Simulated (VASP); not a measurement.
Input of a VASP 6.6.1 run:

File INCAR:

```
SYSTEM = MgTe
  PREC = Accurate
  ENCUT = 580
  EDIFF = 1E-8
  ISMEAR = 0
  SIGMA = 0.01
  LREAL = .FALSE.
  LASPH = .TRUE.
  NELM = 120
  ALGO = Normal
  ISIF = 2
  LWAVE = .FALSE.
  LCHARG = .FALSE.
  METAGGA = R2SCAN
  LMIXTAU = .TRUE.
  LCALCEPS = .TRUE.
  GGA_COMPAT = .FALSE.
```

Contents of KPOINTS:

```
regular mesh
0
G
  6 6 4
  0 0 0
```

Contents of POSCAR:

```
MgTe
1.0
    4.5777324796      0.0000000000      0.0000000000
   -2.2888662398      3.9644326191      0.0000000000
    0.0000000000      0.0000000000      7.4548284134
Mg Te
2 2
Direct
    0.3333333333      0.6666666667      0.9968886101
    0.6666666667      0.3333333333      0.4968886101
    0.3333333333      0.6666666667      0.3731113899
    0.6666666667      0.3333333333      0.8731113899
```

Potentials or basis: VASP PAW PBE potentials, release 64 (Mg, Te).

Run with:

```bash
$ cat potpaw_PBE.64/Mg/POTCAR potpaw_PBE.64/Te/POTCAR > POTCAR
$ mpirun -np 1 vasp_std > vasp.out
```

(1) Predict the electronic dielectric tensor (diagonal).

(2) Predict the Born charges (mean of the diagonal).

(3) Estimate the band gap on the k mesh.

## Answers

(1) 4.88, 4.88, 4.99.

(2) Mg +1.92; Te -1.92 e.

(3) 3.14 eV.

Caveat: spin-orbit coupling is left out, which moves the levels of the heavy elements.
